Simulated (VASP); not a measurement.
# Se (Im-3m) in VASP: a series of runs

Se is run at these levels: PBE; tasks: single point, relaxation of cell and atoms.

Everything below comes from runs of VASP 6.6.1. Logs are shortened: lines on timing, memory, paths and dates and some standing lists are left out, and cuts for length are marked.

## 1. The cell of the first run

The structure is cubic, space group Im-3m (No. 229). The conventional cell has a = 3.440 Å, b = 3.440 Å, c = 3.440 Å, α = 90.00°, β = 90.00°, γ = 90.00°. Se (site symmetry m-3m) has 14 Se at 2.98 to 3.44 Å within 3.9 Å.

This isn't the form of Se at room conditions, which is trigonal, of chains.

## 2. Single point, PBE

INCAR

```
SYSTEM = Se
PREC = Accurate
ENCUT = 520
EDIFF = 1E-6
ISMEAR = -1
SIGMA = 0.05
LREAL = .FALSE.
LASPH = .TRUE.
NELM = 100
ALGO = Normal
ISIF = 2
LWAVE = .FALSE.
LCHARG = .FALSE.
GGA = PE
NBANDS = 9
```

KPOINTS

```
Automatic mesh
0
G
  10 10 10
  0 0 0
```

POSCAR

```
Se
1.0
    1.7198299124      1.7198299124      1.7198299124
   -1.7198299124      1.7198299124      1.7198299124
   -1.7198299124     -1.7198299124      1.7198299124
Se
1
Direct
    0.0000000000      0.0000000000      0.0000000000
```

Potentials or basis: VASP PAW PBE potentials, release 64 (Se).

On the command line:

```
$ cat potpaw_PBE.64/Se/POTCAR > POTCAR
$ mpirun -np 1 vasp_std > vasp.out
```

OUTCAR:

```text
SYSTEM = Se
   PREC = Accurate
   ENCUT = 520
   EDIFF = 1E-6
   ISMEAR = -1
   LREAL = .FALSE.
   LASPH = .TRUE.
   NELM = 100
   ISIF = 2
   GGA = PE

 ion  position               nearest neighbor table
   1  0.000  0.000  0.000-

  LATTYP: Found a body centered cubic cell.
 ALAT       =     3.4396598248

  Lattice vectors:

 A1 = (   1.7198299124,  -1.7198299124,  -1.7198299124)
 A2 = (   1.7198299124,   1.7198299124,   1.7198299124)
 A3 = (  -1.7198299124,  -1.7198299124,   1.7198299124)

Analysis of symmetry for initial positions (statically):
=====================================================================
 Subroutine PRICEL returns:
 Original cell was already a primitive cell.

 Routine SETGRP: Setting up the symmetry group for a
 body centered cubic supercell.

 Subroutine GETGRP returns: Found 48 space group operations
 (whereof 48 operations were pure point group operations)
 out of a pool of 48 trial point group operations.

The static configuration has the point symmetry O_h .

Analysis of symmetry for dynamics (positions and initial velocities):
=====================================================================
 Subroutine PRICEL returns:
 Original cell was already a primitive cell.

 Routine SETGRP: Setting up the symmetry group for a
 body centered cubic supercell.

 Subroutine GETGRP returns: Found 48 space group operations
 (whereof 48 operations were pure point group operations)
 out of a pool of 48 trial point group operations.

The dynamic configuration has the point symmetry O_h .

 Subroutine INISYM returns: Found 48 space group operations
 (whereof 48 operations are pure point group operations),
 and found     1 'primitive' translations

----------------------------------------------------------------------------------------

                                     Primitive cell

  volume of cell :      20.3478

  direct lattice vectors                    reciprocal lattice vectors
     1.719829912  1.719829912  1.719829912     0.290726424  0.000000000  0.290726424
    -1.719829912  1.719829912  1.719829912    -0.290726424  0.290726424  0.000000000
    -1.719829912 -1.719829912  1.719829912     0.000000000 -0.290726424  0.290726424

  length of vectors
     2.978832789  2.978832789  2.978832789     0.411149251  0.411149251  0.411149251

  position of ions in fractional coordinates (direct lattice)
     0.000000000  0.000000000  0.000000000

  ion indices of the primitive-cell ions
   primitive index   ion index
                 1           1

----------------------------------------------------------------------------------------

 KPOINTS: Automatic mesh

Automatic generation of k-mesh.
 Grid dimensions read from file:
 generate k-points for:   10   10   10

 Generating k-lattice:

  Cartesian coordinates                     Fractional coordinates (reciprocal lattice)
     0.029072642  0.000000000  0.029072642     0.100000000  0.000000000  0.000000000
    -0.029072642  0.029072642  0.000000000     0.000000000  0.100000000  0.000000000
     0.000000000 -0.029072642  0.029072642     0.000000000  0.000000000  0.100000000

  Length of vectors
     0.041114925  0.041114925  0.041114925

  Shift w.r.t. Gamma in fractional coordinates (k-lattice)
     0.000000000  0.000000000  0.000000000

 Subroutine IBZKPT returns following result:
 ===========================================

 Found     47 irreducible k-points:

 Following reciprocal coordinates:
            Coordinates               Weight
  0.000000  0.000000  0.000000      1.000000
  0.100000  0.000000  0.000000     12.000000
  0.200000  0.000000  0.000000     12.000000
  0.300000  0.000000  0.000000     12.000000
  0.400000  0.000000  0.000000     12.000000
  0.500000  0.000000  0.000000      6.000000
[... 16 lines left out ...]
  0.100000  0.300000  0.100000      8.000000
  0.500000  0.300000  0.100000     24.000000
 [... further k-points ...]
   k-points           NKPTS =     47   k-points in BZ     NKDIM =     47   number of bands    NBANDS=      9
   number of dos      NEDOS =    301   number of ions     NIONS =      1
   total plane-waves  NPLWV =  13824
   dimension x,y,z NGX =    24 NGY =   24 NGZ =   24
   dimension x,y,z NGXF=    48 NGYF=   48 NGZF=   48
   ions per type =               1
   NGX,Y,Z   is equivalent  to a cutoff of  13.39, 13.39, 13.39 a.u.
   NGXF,Y,Z  is equivalent  to a cutoff of  26.79, 26.79, 26.79 a.u.
 SYSTEM =  Se
   PREC   = accura    normal or accurate (medium, high low for compatibility)
   ISTART =      0    job   : 0-new  1-cont  2-samecut
   ICHARG =      2    charge: 1-file 2-atom 10-const
   ISPIN  =      1    spin polarized calculation?
   LNONCOLLINEAR =      F non collinear calculations
   LSORBIT =      F    spin-orbit coupling
   LASPH  =      T    aspherical Exc in radial PAW
   ENCUT  =  520.0 eV  38.22 Ry    6.18 a.u.   5.54  5.54  5.54*2*pi/ulx,y,z
   NELM   =    100;   NELMIN=  2; NELMDL= -5     # of ELM steps
   EDIFF  = 0.1E-05   stopping-criterion for ELM
   LREAL  =      F    real-space projection
   EDIFFG = 0.1E-04   stopping-criterion for IOM
   NSW    =      0    number of steps for IOM
   IBRION =     -1    ionic relax: 0-MD 1-quasi-New 2-CG
   NFREE  =      0    steps in history (QN), initial steepest desc. (CG)
   ISIF   =      2    stress and relaxation
   ISYM   =      2    0-nonsym 1-usesym 2-fastsym
   POTIM  = 0.5000    time-step for ionic-motion
   TEBEG  =    0.0;   TEEND  =   0.0 temperature during run
   PSTRESS=    0.0 pullay stress
   NELECT =       6.0000    total number of electrons
   NUPDOWN=      -1.0000    fix difference up-down
   EMIN   =  10.00;   EMAX   =-10.00  energy-range for DOS
   EFERMI =   0.00;   METHOD = LEGACY
   ISMEAR =    -1;   SIGMA  =   0.05  broadening in eV -4-tet -1-fermi 0-gaus
   EFERMI_NEDOS =   21; number of points for ismear=-14 and -15
   IALGO  =     38    algorithm
   IMIX   =      4    mixing-type and parameters
     AMIX     =   0.40;   BMIX     =  1.00
     AMIX_MAG =   1.60;   BMIX_MAG =  1.00
  volume/ion in A,a.u.               =      20.35       137.31
  Fermi-wavevector in a.u.,A,eV,Ry     =   1.089648  2.059137 16.154657  1.187334
  Thomas-Fermi vector in A             =   2.225856
   LORBIT       =      0    0 simple, 1 ext, 2 COOP (PROOUT), +10 PAW based schemes
   GGA     = PE    functional components
   LHFCALC =     F    Hartree Fock is set to
   AEXX    =    0.0000 exact exchange contribution
   IVDW    =     0    specifies the selected vdW correction
   LEPSILON=     F    determine dielectric tensor
   LRPA    =     F    only Hartree local field effects (RPA)
 non-spin polarized calculation
  energy-cutoff  :      520.00
  volume of cell :       20.35
 maximum number of plane-waves:       567
 NGX is ok and might be reduce to    24
   NGX = 11   NGY = 11   NGZ = 11

 number of electron       5.9999999 magnetization

 Free energy of the ion-electron system (eV)
  ---------------------------------------------------
  ext. energy  EPLUGINS =         0.00000000
  ---------------------------------------------------
  free energy    TOTEN  =        -2.89069757 eV

  energy without entropy =       -2.87690389  energy(sigma->0) =       -2.88380073

 E-fermi :   5.3741     XC(G=0): -10.5917

 val. band max:        5.3723808613   @ k =   0.3000   0.2000   0.2000
 cond. band min:       5.4209313390   @ k =   0.5000   0.3000   0.2000
 fundamental gap:      0.0485504778
 Fermi energy:         5.3741105937

 k-point     1 :       0.0000    0.0000    0.0000
  band No.  band energies     occupation
      1     -10.6174      2.00000
      2       8.4473      0.00000
      3       8.4473      0.00000
      4       8.4473      0.00000
      5      16.6105      0.00000
      6      17.8873      0.00000
      7      17.8873      0.00000
      8      17.8873      0.00000
      9      20.9022      0.00000

 k-point     2 :       0.1000    0.0000    0.0000
  band No.  band energies     occupation
      1     -10.4086      2.00000
      2       7.2144      0.00000
      3       8.0335      0.00000
      4       8.3712      0.00000
      5      16.7492      0.00000
      6      17.0957      0.00000
      7      18.1279      0.00000
      8      18.7580      0.00000
      9      19.8285      0.00000

 k-point     3 :       0.2000    0.0000    0.0000
  band No.  band energies     occupation
      1      -9.7978      2.00000
      2       4.6875      2.00000
      3       7.1510      0.00000
      4       8.1666      0.00000
      5      15.0550      0.00000
      6      15.7933      0.00000
      7      19.5344      0.00000
      8      20.0270      0.00000
      9      21.0076      0.00000

 k-point     4 :       0.3000    0.0000    0.0000
  band No.  band energies     occupation
      1      -8.8515      2.00000
      2       2.0265      2.00000
      3       6.2957      0.00000
      4       7.9073      0.00000
      5      13.5867      0.00000
      6      14.7276      0.00000
      7      20.4790      0.00000
      8      20.6822      0.00000
      9      24.0694      0.00000
[... 205 lines left out ...]
 k-point    22 :       0.5000    0.2000    0.1000
  band No.  band energies     occupation
      1      -6.9507      2.00000
      2      -0.3027      2.00000
      3       3.6826      2.00000
      4       6.6793      0.00000
      5      13.7277      0.00000
      6      15.7379      0.00000
      7      18.3008      0.00000
      8      19.7940      0.00000
      9      27.1408      0.00000

 k-point    23 :       0.1000    0.3000    0.1000
  band No.  band energies     occupation
      1      -9.4087      2.00000
      2       3.7358      2.00000
      3       6.8851      0.00000
      4       6.8851      0.00000
      5      16.0459      0.00000
      6      16.0459      0.00000
      7      18.3838      0.00000
      8      20.8740      0.00000
      9      20.8740      0.00000

 k-point    24 :       0.5000    0.3000    0.1000
  band No.  band energies     occupation
      1      -6.9384      2.00000
      2       0.4631      2.00000
      3       2.4565      2.00000
      4       6.8346      0.00000
      5      14.6252      0.00000
      6      14.6932      0.00000
      7      18.1962      0.00000
      8      21.6816      0.00000
      9      24.0726      0.00000

 [... further k-points ...]

------------------------ aborting loop because EDIFF is reached ----------------------------------------

  FORCE on cell =-STRESS in cart. coord.  units (eV):
  Direction    XX          YY          ZZ          XY          YZ          ZX
  --------------------------------------------------------------------------------------
  -------------------------------------------------------------------------------------
  Total       -0.0056702     -0.0056702     -0.0056702      0.0000000      0.0000000      0.0000000
  in kB       -0.4464696     -0.4464696     -0.4464696      0.0000000      0.0000000      0.0000000
  external PRESSURE =      -0.4464696 kB  Pullay stress =       0.0000000 kB

 VOLUME and BASIS-vectors are now :
 -----------------------------------------------------------------------------
  energy-cutoff  :      520.00
  volume of cell :       20.35
      direct lattice vectors                 reciprocal lattice vectors
     1.719829912  1.719829912  1.719829912     0.290726424  0.000000000  0.290726424
    -1.719829912  1.719829912  1.719829912    -0.290726424  0.290726424  0.000000000
    -1.719829912 -1.719829912  1.719829912     0.000000000 -0.290726424  0.290726424

 POSITION                                       TOTAL-FORCE (eV/Angst)
 -----------------------------------------------------------------------------------
      0.00000      0.00000      0.00000        -0.000000      0.000000      0.000000
 -----------------------------------------------------------------------------------
    total drift:                               -0.000000     -0.000000      0.000000

  FREE ENERGIE OF THE ION-ELECTRON SYSTEM (eV)
  ---------------------------------------------------
  free  energy   TOTEN  =        -2.8906975729 eV

  energy  without entropy=       -2.8769038859  energy(sigma->0) =       -2.88380073
```

Run time: 6.6 s. Hardware: 1 thread of Intel Xeon 8259CL, shared host; peak memory 0.14 GiB.

What came out:

```
Free energy            : -2.8907 eV
Pressure               : 0.0 GPa
Band gap on the k mesh : zero (bands 3 and 4 overlap by 6.17 eV)
```

## 3. Relaxation of cell and atoms, PBE

This run uses another cell than the first one, of 20.89 Å³/atom.

INCAR

```
SYSTEM = Se
  ALGO = Normal
  EDIFF = 1E-6
  EDIFFG = -0.02
  ENCUT = 600
  GGA = PE
  IBRION = 2
  ISIF = 3
  ISMEAR = -1
  LASPH = .True.
  LCHARG = .False.
  LREAL = .False.
  LWAVE = .False.
  NELM = 60
  NSW = 80
  PREC = Accurate
  SIGMA = 0.05
```

KPOINTS

```
k-points
0
Gamma
  10 10 10
  0 0 0
```

POSCAR

```
Se
1.0
    1.7350000000      1.7350000000      1.7350000000
   -1.7350000000      1.7350000000      1.7350000000
   -1.7350000000     -1.7350000000      1.7350000000
Se
1
Direct
    0.0000000000      0.0000000000      0.0000000000
```

Potentials or basis: VASP PAW PBE potentials, release 64 (Se).

On the command line:

```
$ cat potpaw_PBE.64/Se/POTCAR > POTCAR
$ mpirun -np 1 vasp_std > vasp.out
```

OUTCAR:

```text
SYSTEM = Se
   EDIFF = 1E-6
   EDIFFG = -0.02
   ENCUT = 600
   GGA = PE
   IBRION = 2
   ISIF = 3
   ISMEAR = -1
   LASPH = .True.
   LREAL = .False.
   NELM = 60
   NSW = 80
   PREC = Accurate

 ion  position               nearest neighbor table
   1  0.000  0.000  0.000-

  LATTYP: Found a body centered cubic cell.
 ALAT       =     3.4700000000

  Lattice vectors:

 A1 = (   1.7350000000,  -1.7350000000,  -1.7350000000)
 A2 = (   1.7350000000,   1.7350000000,   1.7350000000)
 A3 = (  -1.7350000000,  -1.7350000000,   1.7350000000)

Analysis of symmetry for initial positions (statically):
=====================================================================
 Subroutine PRICEL returns:
 Original cell was already a primitive cell.

 Routine SETGRP: Setting up the symmetry group for a
 body centered cubic supercell.

 Subroutine GETGRP returns: Found 48 space group operations
 (whereof 48 operations were pure point group operations)
 out of a pool of 48 trial point group operations.

The static configuration has the point symmetry O_h .

Analysis of symmetry for dynamics (positions and initial velocities):
=====================================================================
[... 164 lines left out ...]
  Total       -0.2259555     -0.2259555     -0.2259555      0.0000000     -0.0000000      0.0000000
  in kB      -17.3290663    -17.3290663    -17.3290663      0.0000000     -0.0000000      0.0000000
  external PRESSURE =     -17.3290663 kB  Pullay stress =       0.0000000 kB
[... 57 lines left out ...]
--------------------------------------- Ionic step        3  -------------------------------------------

 number of electron       5.9999999 magnetization

 Free energy of the ion-electron system (eV)
  ---------------------------------------------------
  ext. energy  EPLUGINS =         0.00000000
  ---------------------------------------------------
  free energy    TOTEN  =        -2.89076219 eV

  energy without entropy =       -2.87698362  energy(sigma->0) =       -2.88387291

 E-fermi :   5.3777     XC(G=0): -10.5935

 val. band max:        5.3760386641   @ k =   0.3000   0.2000   0.2000
 cond. band min:       5.4247202915   @ k =   0.5000   0.3000   0.2000
 fundamental gap:      0.0486816274
 Fermi energy:         5.3777059981

 k-point     1 :       0.0000    0.0000    0.0000
  band No.  band energies     occupation
      1     -10.6170      2.00000
      2       8.4525      0.00000
      3       8.4525      0.00000
      4       8.4525      0.00000
      5      16.6183      0.00000
      6      17.8911      0.00000
      7      17.8911      0.00000
[... 221 lines left out ...]
 k-point    24 :       0.5000    0.3000    0.1000
  band No.  band energies     occupation
      1      -6.9361      2.00000
      2       0.4649      2.00000
      3       2.4587      2.00000
      4       6.8390      0.00000
      5      14.6291      0.00000
      6      14.6972      0.00000
      7      18.2011      0.00000

 [... further k-points ...]

------------------------ aborting loop because EDIFF is reached ----------------------------------------

  FORCE on cell =-STRESS in cart. coord.  units (eV):
  Direction    XX          YY          ZZ          XY          YZ          ZX
  --------------------------------------------------------------------------------------
  -------------------------------------------------------------------------------------
  Total        0.0014169      0.0014169      0.0014169      0.0000000     -0.0000000      0.0000000
  in kB        0.1116022      0.1116022      0.1116022      0.0000000     -0.0000000      0.0000000
  external PRESSURE =       0.1116022 kB  Pullay stress =       0.0000000 kB
[... 16 lines left out ...]
  FREE ENERGIE OF THE ION-ELECTRON SYSTEM (eV)
  ---------------------------------------------------
  free  energy   TOTEN  =        -2.8907621941 eV

  energy  without entropy=       -2.8769836216  energy(sigma->0) =       -2.88387291

 reached required accuracy - stopping structural energy minimisation
```

OSZICAR:

```text
N       E                     dE             d eps       ncg     rms          rms(c)
DAV:   1     0.117083475754E+02    0.11708E+02   -0.32490E+03   665   0.834E+02
DAV:   2    -0.264840918687E+01   -0.14357E+02   -0.13714E+02   910   0.873E+01
DAV:   3    -0.288768908229E+01   -0.23928E+00   -0.23621E+00   763   0.127E+01
DAV:   4    -0.288798070383E+01   -0.29162E-03   -0.29160E-03  1120   0.520E-01
[... 13 lines left out ...]
       N       E                     dE             d eps       ncg     rms          rms(c)
DAV:   1    -0.289130515131E+01   -0.70513E-03   -0.15852E-02   672   0.816E-01    0.120E-01
DAV:   2    -0.289090562205E+01    0.39953E-03   -0.38523E-04   721   0.148E-01    0.599E-02
DAV:   3    -0.289076129938E+01    0.14432E-03   -0.42772E-04   686   0.126E-01    0.161E-02
DAV:   4    -0.289076219407E+01   -0.89469E-06   -0.14836E-06   791   0.126E-02
   3 F= -.28907622E+01 E0= -.28838729E+01  d E =-.304076E-02
```

It took 14 s on 1 thread of Intel Xeon 8259CL, shared host; peak memory 0.14 GiB.

Results:

```
Free energy                           : -2.8908 eV
Relaxed volume                        : 20.34 Å³/atom
Relaxed cell                          : a = 2.979 Å, b = 2.979 Å, c = 2.979 Å, α = 70.53°, β = 109.47°, γ = 70.53°
Space group after relaxing (to 0.1 Å) : Im-3m (No. 229)
Energy gained by relaxing             : 3.0 meV/atom
Ionic steps                           : 3
Pressure after relaxing               : 0.0 GPa
Band gap on the k mesh                : zero (bands 3 and 4 overlap by 6.17 eV)
```

Step by step:
| step | energy change (eV) | largest force (eV/Å) | pressure (GPa) | volume (Å³) |
| --- | --- | --- | --- | --- |
| 1 | 0.0000 | 0.0000 | -1.73 | 20.89 |
| 2 | -0.0029 | 0.0000 | 0.44 | 20.22 |
| 3 | -0.0030 | 0.0000 | 0.01 | 20.34 |

Final structure:
```
Se
1.0
     1.71964    1.71964    1.71964
    -1.71964    1.71964    1.71964
    -1.71964   -1.71964    1.71964
Se
1
Direct
  0.00000 0.00000 0.00000
```
